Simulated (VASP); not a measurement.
# MoH4: single point with PBE

The system is MoH4, a sheet with vacuum.

```
CELL_PARAMETERS angstrom
3.10537 0.00000 0.00000
0.00000 3.10537 0.00000
0.00000 0.00000 24.84149
ATOMIC_POSITIONS crystal
H 0.68334 0.00000 0.28823
H 0.31666 0.00000 0.28823
H 0.00000 0.68334 0.28823
H 0.00000 0.31666 0.28823
Mo 0.50000 0.50000 0.32520
```

* Program: VASP 6.6.1
* Task: single point
* Functional: PBE
* Potentials or basis: VASP PAW PBE potentials, release 64 (H, Mo_sv)
* Cutoff: 520 eV
* k mesh: 4 × 4 × 1
* Occupations: gaussian, width 0.1 eV
* Spin: no spin polarisation

```json
{
  "Largest force": "0.005 eV/Å",
  "Band gap on the k mesh": "zero (band 9 reaches -1.71 eV, above the bottom of band 10 at -3.27 eV)"
}
```

Forces on the atoms (eV/Å):
```
H    0.005  0.000  0.001
H   -0.005  0.000  0.001
H    0.000  0.005  0.001
H    0.000 -0.005  0.001
Mo   0.000  0.000 -0.002
```

Levels at points of the mesh, in eV from the Fermi level:
| k point | band 6 | band 7 | band 8 | band 9 | band 10 | band 11 | band 12 | band 13 |
| --- | --- | --- | --- | --- | --- | --- | --- | --- |
| (0.00, 0.00, 0.00) | -5.96 | -2.16 | -0.64 | -0.64 | -0.26 | 1.25 | 3.53 | 4.16 |
| (0.50, 0.00, 0.00) | -8.34 | -1.73 | -0.84 | -0.70 | 0.57 | 1.63 | 4.34 | 4.68 |
| (0.50, 0.50, 0.00) | -7.48 | -7.48 | 0.44 | 1.17 | 1.17 | 1.80 | 2.42 | 6.10 |

Run time: 46 s on 1 thread of AMD EPYC 7R43 64-Core Processor (Zen 3), on a shared host, peak memory 0.27 GiB.

Caveat: the k points lie up to 0.51 Å⁻¹ apart.
